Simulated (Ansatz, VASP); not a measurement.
# SiO2 in VASP and in Ansatz

```
Si O
1.0
     1.34931    0.77902    5.45643
    -1.34931    0.77902    5.45643
     0.00000   -1.55804    5.45643
Si O
1 2
Cartesian
  0.0000 0.0000 0.0000
  0.0000 0.0000 4.5408
  0.0000 0.0000 11.8285
```

Change from the starting cell: ordered vacancies on the cation sites of rock salt (R-3m, No. 166).

Alike in both runs: functional PBE; k mesh 12 × 12 × 12; occupations gaussian, width 0.02 eV; no spin polarisation.

Ansatz relaxed the structure, and its values are those at the end. VASP's run is a single point on that final structure, the one shown.

|  | VASP | Ansatz |
| --- | --- | --- |
| version | VASP 6.6.1 | Ansatz 0.2.0 |
| potentials or method | VASP PAW PBE potentials, release 64 (Si, O), cutoff 520 eV | scalar-relativistic, plane waves, PAW |
| valence electrons in the cell | 16 | 16 |

|  | VASP | Ansatz | Ansatz less VASP |
| --- | --- | --- | --- |
| gap on the k mesh at the Fermi level (eV) | 6.23 | 6.25 | +0.023 |
| least direct gap on the mesh (eV) | 6.68 | 6.70 | +0.014 |
| pressure (GPa) | 0.4 | 0.0 | -0.41 |
| rms of the force components (eV/Å) | 0.006 | 0.000 | -0.0062 |
